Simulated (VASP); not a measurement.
A run of VASP 6.6.1 is set up as follows.

Contents of INCAR:

```
PREC     = Accurate       # precision mode
ENCUT    = 520            # plane-wave cutoff, eV
EDIFF    = 1E-6           # SCF threshold, eV
ISMEAR   = 0              # smearing method
SIGMA    = 0.05           # smearing width, eV
LREAL    = False          # projectors in reciprocal space
LASPH    = True           # aspherical terms in the spheres
NELM     = 80             # most SCF steps
ALGO     = Normal         # electronic algorithm
ISIF     = 2              # what is computed and relaxed
LWAVE    = False          # write WAVECAR
LCHARG   = False          # write CHGCAR
NBANDS   = 41             # bands
```

KPOINTS

```
Automatic mesh
0
Gamma
  6 6 6
```

The input POSCAR:

```
AlGa3N4
1.0
    4.4267521656     -0.0515716627     -0.0515716627
   -0.0515716627      4.4267521656     -0.0515716627
   -0.0515716627     -0.0515716627      4.4267521656
Al Ga N
1 3 4
Direct
    0.0000000000      0.0000000000      0.0000000000
    0.5000000000      0.5000000000      0.0000000000
    0.5000000000      0.0000000000      0.5000000000
    0.0000000000      0.5000000000      0.5000000000
    0.7548078379      0.7548078379      0.2451921621
    0.7548078379      0.2451921621      0.7548078379
    0.2451921621      0.7548078379      0.7548078379
    0.2451921621      0.2451921621      0.2451921621
```

Potentials or basis: VASP PAW LDA potentials, release 64 (Al, Ga_d, N).

Launch:

```sh
$ cat potpaw_LDA.64/Al/POTCAR potpaw_LDA.64/Ga_d/POTCAR potpaw_LDA.64/N/POTCAR > POTCAR
$ mpirun -np 1 vasp_std > vasp.out
```

Question: Estimate the pressure.

Answer: 1.5 GPa.

Question: Estimate the largest force.

Answer: 0.457 eV/Å.

Question: Predict the band gap on the k mesh.

Answer: 2.45 eV.

Stress tensor (GPa, compression positive):
```
1.48 5.23 5.23
5.23 1.48 5.23
5.23 5.23 1.48
```
